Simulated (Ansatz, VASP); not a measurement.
# One calculation of InPd, two programs

```
In Pd
1.0
     3.27188    0.00000    0.00000
     0.00000    3.27188    0.00000
     0.00000    0.00000    3.27188
In Pd
1 1
Direct
  0.00000 0.00000 0.00000
  0.50000 0.50000 0.50000
```

Alike in both runs: task relaxation of cell and atoms; functional PBEsol; dispersion D3(BJ); k mesh 8 × 8 × 8; occupations fermi-dirac, width 0.05 eV; no spin polarisation.

|  | VASP | Ansatz |
| --- | --- | --- |
| version | VASP 6.6.1 | Ansatz 0.2.0 |
| potentials or method | VASP PAW PBE potentials, release 64 (In_d, Pd), cutoff 600 eV | all-electron LAPW, scalar-relativistic |

VASP gave:

| Quantity | Value |
| --- | --- |
| relaxed volume (Å³/atom) | 16.54 |
| relaxed cell length with the largest relative difference (Å) | 3.210 |

Question: Estimate Ansatz's values.

Answer: Relaxed volume (Å³/atom): 16.51; relaxed cell length with the largest relative difference (Å): 3.208.

VASP's potentials were made for PBE, not for PBEsol. Ansatz ran all-electron here, and VASP with PAW potentials.
